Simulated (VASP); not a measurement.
Wanted: the native input for a VASP 6.6.1 run.

```
Task                   : single point
Functional             : LDA
Potentials or basis    : VASP PAW LDA potentials, release 64 (Rb_sv, Br)
Cutoff                 : 520 eV
k mesh                 : 6 × 6 × 2
Occupations            : gaussian, width 0.01 eV
Spin                   : no spin polarisation
Dipole correction      : no
Further INCAR settings : ALGO = Normal; EDIFF = 1e-07; NBANDS = 24
```

The structure of RbBr lies in POSCAR:

```
RbBr
1.0
    4.7710886017      0.0000000000      0.0000000000
   -2.3855443009      4.1318839328      0.0000000000
    0.0000000000      0.0000000000      8.4101539777
Rb Br
2 2
Direct
    0.0000000000      0.0000000000      0.0000000000
    0.0000000000      0.0000000000      0.5000000000
    0.3333333333      0.6666666667      0.2500000000
    0.6666666667      0.3333333333      0.7500000000
```

These files were run (other wordings do the same):

INCAR

```
SYSTEM = RbBr
  ALGO = Normal
  EDIFF = 1E-7
  ENCUT = 520
  ISIF = 2
  ISMEAR = 0
  LASPH = .True.
  LCHARG = .True.
  LELF = .True.
  LREAL = .False.
  LVHAR = .True.
  LWAVE = .False.
  NBANDS = 24
  NELM = 60
  PREC = Accurate
  SIGMA = 0.01
```

KPOINTS

```
k-points
0
Gamma
  6 6 2
  0 0 0
```

Potentials or basis: VASP PAW LDA potentials, release 64 (Rb_sv, Br).

Command:

```bash
$ cat potpaw_LDA.64/Rb_sv/POTCAR potpaw_LDA.64/Br/POTCAR > POTCAR
$ mpirun -np 1 vasp_std > vasp.out
```

It gave:

The pressure is -1.5 GPa and the band gap on the k mesh is 3.84 eV, direct.

Run time: 66 s on 1 thread of AMD EPYC 7R13 Processor (Zen 3), on a shared host, peak memory 0.2 GiB.
